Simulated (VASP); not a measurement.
Here is a VASP 6.6.1 calculation.

Contents of INCAR:

```
SYSTEM = Cu
ALGO = Normal ; EDIFF = 1E-7
EDIFFG = -0.003 ; ENCUT = 600
GGA = CA ; IBRION = 2
ISIF = 3 ; ISMEAR = 0
LASPH = .TRUE. ; LCHARG = .FALSE.
LREAL = .FALSE. ; LWAVE = .FALSE.
NELM = 100 ; NSW = 80
PREC = Accurate ; SIGMA = 0.1
```

KPOINTS

```
k-points
0
G
  12 12 12
  0 0 0
```

File POSCAR:

```
Cu
1.0
    0.0000000000      1.8000000000      1.8000000000
    1.8000000000      0.0000000000      1.8000000000
    1.8000000000      1.8000000000      0.0000000000
Cu
1
Direct
    0.0000000000      0.0000000000      0.0000000000
```

Potentials or basis: VASP PAW LDA potentials, release 64 (Cu).

Run with:

```sh
$ cat potpaw_LDA.64/Cu/POTCAR > POTCAR
$ mpirun -np 1 vasp_std > vasp.out
```

(1) Predict the space group after relaxing (to 0.05 Å).

(2) Estimate the relaxed cell.

(3) What does it give for the relaxed volume?

Results:

(1) Fm-3m (No. 225).

(2) a = 2.491 Å, b = 2.491 Å, c = 2.491 Å, α = 60.00°, β = 60.00°, γ = 60.00°.

(3) 10.93 Å³/atom.
